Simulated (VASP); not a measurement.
A run of VASP 6.6.1 is set up as follows.

The input INCAR:

```
SYSTEM = Ni
PREC = Accurate
ENCUT = 600
EDIFF = 1E-6
ISMEAR = -5
SIGMA = 0.1
LREAL = .FALSE.
LASPH = .TRUE.
NELM = 200
ALGO = Normal
ISIF = 2
LWAVE = .FALSE.
LCHARG = .FALSE.
ISPIN = 2
MAGMOM = 0.81
LORBIT = 11
LMAXMIX = 4
GGA = PE
NBANDS = 15
GGA_COMPAT = .FALSE.
```

File KPOINTS:

```
regular mesh
0
G
  4 4 4
  0 0 0
```

POSCAR

```
Ni
1.0
    0.0000000000      1.7679500000      1.7679500000
    1.7679500000      0.0000000000      1.7679500000
    1.7679500000      1.7679500000      0.0000000000
Ni
1
Direct
    0.0000000000      0.0000000000      0.0000000000
```

Potentials or basis: VASP PAW PBE potentials, release 64 (Ni).

Run with:

```sh
$ cat potpaw_PBE.64/Ni/POTCAR > POTCAR
$ mpirun -np 1 vasp_std > vasp.out
```

Q: Estimate the net moment.

A: 0.38 μB per cell.

Q: What does it give for the pressure?

A: -5.0 GPa.

Caveat: the k points lie up to 0.77 Å⁻¹ apart; tetrahedron occupations give inexact forces and stress in metals.
